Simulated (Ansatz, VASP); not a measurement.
# Two plane-wave programs on TlRhSe2

Contents of INCAR:

```
SYSTEM = TlRhSe2
PREC = Accurate ; ENCUT = 520
EDIFF = 1E-6 ; ISMEAR = -1
SIGMA = 0.1 ; LREAL = .False.
LASPH = .True. ; NELM = 60
ALGO = Normal ; ISIF = 2
LWAVE = .False. ; LCHARG = .False.
GGA = PE ; NBANDS = 50
```

Contents of KPOINTS:

```
regular mesh
0
Gamma
  7 7 7
  0 0 0
```

POSCAR

```
TlRhSe2
1.0
    0.0000000000      0.0000000000      6.2915720000
    4.0440140000     -4.0440140000      3.1457860000
    4.0440140000      4.0440140000     -3.1457860000
Tl Se Rh
2 4 2
Direct
    0.2500000000      0.0000000000      0.0000000000
    0.7500000000      0.0000000000      0.0000000000
    0.6667000000      0.5000000000      0.8334000000
    0.1667000000      0.1666000000      0.5000000000
    0.3333000000      0.5000000000      0.1666000000
    0.8333000000      0.8334000000      0.5000000000
    0.7500000000      0.5000000000      0.5000000000
    0.2500000000      0.5000000000      0.5000000000
```

Input for Ansatz:

```yaml
crystal:
  lattice:
    - [0.0, 0.0, 6.291572]
    - [4.044014, -4.044014, 3.145786]
    - [4.044014, 4.044014, -3.145786]
  atoms:
    - { symbol: Tl, position: [0.25, 0.0, 0.0] }
    - { symbol: Tl, position: [0.75, 0.0, 0.0] }
    - { symbol: Se, position: [0.6667, 0.5, 0.8334] }
    - { symbol: Se, position: [0.1667, 0.1666, 0.5] }
    - { symbol: Se, position: [0.3333, 0.5, 0.1666] }
    - { symbol: Se, position: [0.8333, 0.8334, 0.5] }
    - { symbol: Rh, position: [0.75, 0.5, 0.5] }
    - { symbol: Rh, position: [0.25, 0.5, 0.5] }
  symmetry: { tolerance: 0.0003 }
kpoints:
  mp_grid: { grid: [7, 7, 7], shift: [0, 0, 0] }
  band_path:
    path:
      - [0.0, 0.0, 0.0]
      - [0.0, 0.0, 0.5]
      - [0.0, 0.5, 0.5]
      - [0.0, 0.0, 0.0]
      - [0.80255411, 0.40127705, -0.40127705]
      - [0.19744589, 0.59872295, 0.40127705]
      - [0.0, 0.5, 0.5]
      - [0.0, 0.0, 0.5]
      - [0.5, 0.25, 0.25]
      - [0.5, 0.5, 0.0]
      - [0.0, 0.0, 0.0]
    npoints: 6
magnetization:
  spin_polarized: false
scf:
  occupations: { method: fermi_dirac }
  lower_state_search: "off"
  max_iter: 200
hamiltonian:
  pseudopotentials: { kind: paw }
  xc: pbe
basis:
  ecutwfc: 420
  fft_grid_basis: typed
output:
  forces: true
  stress: true
  eigenvalues: true
  bader: true
  populations: true
  elf: true
  write_potential: true
  volumetric_format: npy
  dos:
    e_range: [-12, 8]
    de: 0.05
    projected: { site_lists: { Rh: [Rh], Se: [Se], Tl: [Tl] } }
checkpoint:
  read: saved_state
```

Alike in both runs: task single point; functional PBE; k mesh 7 × 7 × 7; no spin polarisation.

```csv
,VASP,Ansatz
version,VASP 6.6.1,Ansatz 0.2.0
potentials or method,"VASP PAW PBE potentials, release 64 (Tl_d, Se, Rh_pv), cutoff 520 eV",PAW plane waves
occupations,"fermi-dirac, width 0.1 eV",fermi-dirac
valence electrons in the cell,80,124
```

|  | VASP | Ansatz | Ansatz less VASP |
| --- | --- | --- | --- |
| pressure (GPa) | -2.6 | -2.6 | -0.02 |
| traceless stress, the component that is largest in VASP (GPa) | -1.55 | -1.57 | -0.013 |
| rms of the force components (eV/Å) | 0.295 | 0.301 | +0.0058 |

Atom by atom the forces differ by 0.006 eV/Å (rms over components). VASP's potentials hold 80 valence electrons a cell and Ansatz's 124, so a difference there can come from the potentials and not from the codes.

Neither program's run includes spin-orbit coupling.
